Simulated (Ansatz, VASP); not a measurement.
## Cl: VASP beside Ansatz

The input INCAR:

```
SYSTEM = Cl
ALGO = Normal
EDIFF = 1E-6
ENCUT = 520
ISIF = 2
ISMEAR = -1
LASPH = .TRUE.
LCHARG = .FALSE.
LREAL = .FALSE.
LWAVE = .FALSE.
NBANDS = 10
NELM = 80
PREC = Accurate
SIGMA = 0.08
```

KPOINTS

```
k-points
0
G
  15 15 15
  0 0 0
```

The input POSCAR:

```
Cl
1.0
    2.4146449390      0.0000000000      0.0000000000
    0.0000000000      2.4146449390      0.0000000000
    0.0000000000      0.0000000000      2.4146449390
Cl
1
Direct
    0.0000000000      0.0000000000      0.0000000000
```

Input for Ansatz:

```yaml
crystal:
  lattice:
    - [2.414644939, 0.0, 0.0]
    - [0.0, 2.414644939, 0.0]
    - [0.0, 0.0, 2.414644939]
  atoms:
    - { symbol: Cl, position: [0.0, 0.0, 0.0] }
kpoints:
  mp_grid: { grid: [15, 15, 15] }
scf:
  occupations: { method: fermi_dirac, width: 0.08 }
hamiltonian:
  xc: lda
  pseudopotentials: { kind: all_electron, lapw: { basis_error: 0.001 } }
output:
  forces: true
  stress: true
  eigenvalues: true
  populations: true
```

Change from the starting cell: volume scaled by 0.68, LAPW.

Alike in both runs: task single point; functional LDA; k mesh 15 × 15 × 15; occupations fermi-dirac, width 0.08 eV; no spin polarisation.

```csv
,VASP,Ansatz
version,VASP 6.6.1,Ansatz 0.2.0
potentials or method,"VASP PAW LDA potentials, release 64 (Cl), cutoff 520 eV","all-electron LAPW, scalar-relativistic"
```

```csv
,VASP,Ansatz,Ansatz less VASP
pressure (GPa),51.7,51.8,+0.12
```

LDA's correlation is that of Perdew and Zunger in VASP and of Perdew and Wang (1992) in Ansatz. Both programs put the cell under a high pressure, so it lies far from rest at this level. Ansatz ran all-electron here, and VASP with PAW potentials.
